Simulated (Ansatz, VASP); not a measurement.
**Ge15Au in VASP and in Ansatz**

The input INCAR:

```
SYSTEM = Ge15Au
  PREC = Accurate
  ENCUT = 520
  EDIFF = 1E-7
  ISMEAR = 0
  SIGMA = 0.05
  LREAL = Auto
  LASPH = .TRUE.
  NELM = 150
  ALGO = Normal
  ISIF = 2
  LWAVE = .FALSE.
  LCHARG = .TRUE.
  LMAXMIX = 4
  LDAU = .TRUE.
  LDAUTYPE = 2
  LDAUL = 2 -1
  LDAUU = 3 0
  LDAUJ = 0 0
  LDAUPRINT = 1
  GGA = PS
  LELF = .TRUE.
  LVHAR = .TRUE.
  NBANDS = 124
```

KPOINTS

```
regular mesh
0
G
  3 3 3
  0 0 0
```

POSCAR

```
Ge15Au
1.0
    0.0000000000      5.6575400000      5.6575400000
    5.6575400000      0.0000000000      5.6575400000
    5.6575400000      5.6575400000      0.0000000000
Au Ge
1 15
Direct
    0.0000000000      0.0000000000      1.0000000000
    0.9996764217      0.9996764217      0.5003235783
    0.9996764217      0.5003235783      0.9996764217
    0.9996764217      0.5003235783      0.5003235783
    0.5003235783      0.9996764217      0.9996764217
    0.5003235783      0.9996764217      0.5003235783
    0.5003235783      0.5003235783      0.9996764217
    0.5000000000      0.5000000000      0.5000000000
    0.1260151289      0.1260151289      0.1260151289
    0.1260151289      0.1260151289      0.6219546133
    0.1260151289      0.6219546133      0.1260151289
    0.1253411579      0.6248862807      0.6248862807
    0.6219546133      0.1260151289      0.1260151289
    0.6248862807      0.1253411579      0.6248862807
    0.6248862807      0.6248862807      0.1253411579
    0.6248862807      0.6248862807      0.6248862807
```

Input for Ansatz:

```yaml
crystal:
  lattice:
    - [0.0, 5.65754, 5.65754]
    - [5.65754, 0.0, 5.65754]
    - [5.65754, 5.65754, 0.0]
  atoms:
    - { symbol: Au, position: [0.0, 0.0, 1.0] }
    - { symbol: Ge, position: [0.9996764217, 0.9996764217, 0.5003235783] }
    - { symbol: Ge, position: [0.9996764217, 0.5003235783, 0.9996764217] }
    - { symbol: Ge, position: [0.9996764217, 0.5003235783, 0.5003235783] }
    - { symbol: Ge, position: [0.5003235783, 0.9996764217, 0.9996764217] }
    - { symbol: Ge, position: [0.5003235783, 0.9996764217, 0.5003235783] }
    - { symbol: Ge, position: [0.5003235783, 0.5003235783, 0.9996764217] }
    - { symbol: Ge, position: [0.5, 0.5, 0.5] }
    - { symbol: Ge, position: [0.1260151289, 0.1260151289, 0.1260151289] }
    - { symbol: Ge, position: [0.1260151289, 0.1260151289, 0.6219546133] }
    - { symbol: Ge, position: [0.1260151289, 0.6219546133, 0.1260151289] }
    - { symbol: Ge, position: [0.1253411579, 0.6248862807, 0.6248862807] }
    - { symbol: Ge, position: [0.6219546133, 0.1260151289, 0.1260151289] }
    - { symbol: Ge, position: [0.6248862807, 0.1253411579, 0.6248862807] }
    - { symbol: Ge, position: [0.6248862807, 0.6248862807, 0.1253411579] }
    - { symbol: Ge, position: [0.6248862807, 0.6248862807, 0.6248862807] }
basis:
  ecutwfc: 420
  ecutrho_ratio: 4
kpoints:
  mp_grid: { grid: [3, 3, 3] }
hamiltonian:
  xc: pbesol
  hubbard: { sites: [{ site: 0, l: d, u_eff: 3.0 }] }
scf:
  occupations: { method: gaussian, width: 0.05 }
  lower_state_search: "off"
  max_iter: 150
output:
  forces: true
  stress: true
  eigenvalues: true
  populations: true
  hubbard: { sites: [{ site: 0, l: d }] }
```

Alike in both runs: task single point; functional PBEsol; k mesh 3 × 3 × 3; occupations gaussian, width 0.05 eV; no spin polarisation; Hubbard terms Au d U = 3.0 eV.

|  | VASP | Ansatz |
| --- | --- | --- |
| version | VASP 6.6.1 | Ansatz 0.2.0 |
| potentials or method | VASP PAW PBE potentials, release 64 (Au, Ge_d), cutoff 520 eV | scalar-relativistic, plane waves, PAW |
| valence electrons in the cell | 221 | 229 |

|  | VASP | Ansatz | Ansatz less VASP |
| --- | --- | --- | --- |
| gap on the k mesh at the Fermi level (eV) | none | none | - |
| pressure (GPa) | 1.0 | 1.3 | +0.27 |
| rms of the force components (eV/Å) | 0.044 | 0.004 | -0.0395 |

VASP's potentials were made for PBE, not for PBEsol. The programs project onto different local orbitals, so the same U acts differently, and such runs can settle in different states. Atom by atom the forces differ by 0.043 eV/Å (rms over components). A gap of «none» marks a metal or a gap that the smearing closes. VASP's potentials hold 221 valence electrons a cell and Ansatz's 229, so a difference there can come from the potentials and not from the codes. Ansatz's warnings: filled band counts differ across k points.

Neither program's run includes spin-orbit coupling.
